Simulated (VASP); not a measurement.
Input of a VASP 6.6.1 run:

Contents of INCAR:

```
ALGO = Normal
EDIFF = 1E-6
ENCUT = 520
GGA = PE
ISIF = 2
ISMEAR = -1
LASPH = True
LCHARG = True
LELF = True
LREAL = False
LVHAR = True
LWAVE = False
NBANDS = 7
NELM = 60
PREC = Accurate
SIGMA = 0.06122561905347299
```

File KPOINTS:

```
k-points
0
Gamma
  50 50 50
```

File POSCAR:

```
Be
1.0
    2.1732680977      0.0000000000      0.0000000000
    0.0000000000      2.1732680977      0.0000000000
    0.0000000000      0.0000000000      2.1732680977
Be
1
Direct
    0.0000000000      0.0000000000      0.0000000000
```

Potentials or basis: VASP PAW PBE potentials, release 64 (Be).

Command:

```sh
$ cat potpaw_PBE.64/Be/POTCAR > POTCAR
$ mpirun -np 1 vasp_std > vasp.out
```

Task: Predict the band gap on the k mesh.

Result: Zero (bands 1 and 2 overlap by 7.15 eV).

Task: What does it give for the pressure?

Result: 0.1 GPa.
